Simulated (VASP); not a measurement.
Here is a VASP 6.6.1 calculation.

POSCAR

```
HfS2
1.0
    3.5213870797      0.0000000000      0.0000000000
   -1.7606935398      3.0496106676      0.0000000000
    0.0000000000      0.0000000000      5.7020074061
Hf S
1 2
Direct
    0.0000000000      0.0000000000      0.0000000000
    0.3333333333      0.6666666667      0.2588641200
    0.6666666667      0.3333333333      0.7411358800
```

The input INCAR.step1:

```
PREC     = Accurate       # precision mode
ENCUT    = 550            # plane-wave cutoff, eV
ISMEAR   = -1             # smearing method
SIGMA    = 0.02           # smearing width, eV
LREAL    = F              # projectors in reciprocal space
LASPH    = T              # aspherical terms in the spheres
NELM     = 200            # most SCF steps
MAGMOM   = 0 0 0 0 0 0 0 0 0 # initial moments
LSORBIT  = T              # spin-orbit coupling
GGA_COMPAT= F            
LMAXMIX  = 4              # l up to which the mixer works
NBANDS   = 35             # bands
GGA      = PE             # functional
ALGO     = Normal         # electronic algorithm
EDIFF    = 1E-5           # SCF threshold, eV
LWAVE    = T              # write WAVECAR
LCHARG   = F              # write CHGCAR
```

File INCAR.step2:

```
PREC     = Accurate       # precision mode
ENCUT    = 550            # plane-wave cutoff, eV
EDIFF    = 1E-6           # SCF threshold, eV
ISMEAR   = -1             # smearing method
SIGMA    = 0.02           # smearing width, eV
LREAL    = F              # projectors in reciprocal space
LASPH    = T              # aspherical terms in the spheres
NELM     = 200            # most SCF steps
ALGO     = Normal         # electronic algorithm
ISIF     = 2              # what is computed and relaxed
LWAVE    = F              # write WAVECAR
LCHARG   = F              # write CHGCAR
MAGMOM   = 0 0 0 0 0 0 0 0 0 # initial moments
LORBIT   = 11             # projections on sites
LSORBIT  = T              # spin-orbit coupling
GGA_COMPAT= F            
LORBMOM  = T            
LMAXMIX  = 4              # l up to which the mixer works
METAGGA  = R2SCAN         # meta-GGA
LMIXTAU  = T            
NBANDS   = 35             # bands
ISTART   = 1
```

File KPOINTS:

```
regular mesh
0
Gamma
  12 12 4
```

Potentials or basis: VASP PAW PBE potentials, release 64 (Hf_pv, S).

Command:

```console
$ cat potpaw_PBE.64/Hf_pv/POTCAR potpaw_PBE.64/S/POTCAR > POTCAR
$ cp INCAR.step1 INCAR
$ mpirun -np 1 vasp_ncl > vasp.out
$ cp INCAR.step2 INCAR
$ mpirun -np 1 vasp_ncl > vasp.out
```

Task: Estimate the largest force.

Result: 0.124 eV/Å.

Task: Predict the net moment.

Result: 0.00 μB per cell.

Task: What does it give for the pressure?

Result: 5.7 GPa.

Moments on the atoms (μB; x, y, z):
```
Hf  0.00 0.00 0.00
S   0.00 0.00 0.00
S   0.00 0.00 0.00
```

Caveat: the cell differs from its parent crystal (strain -3.0%); the cell stands under pressure; the PAW data sets were made with another functional, which shifts forces and pressure a little.
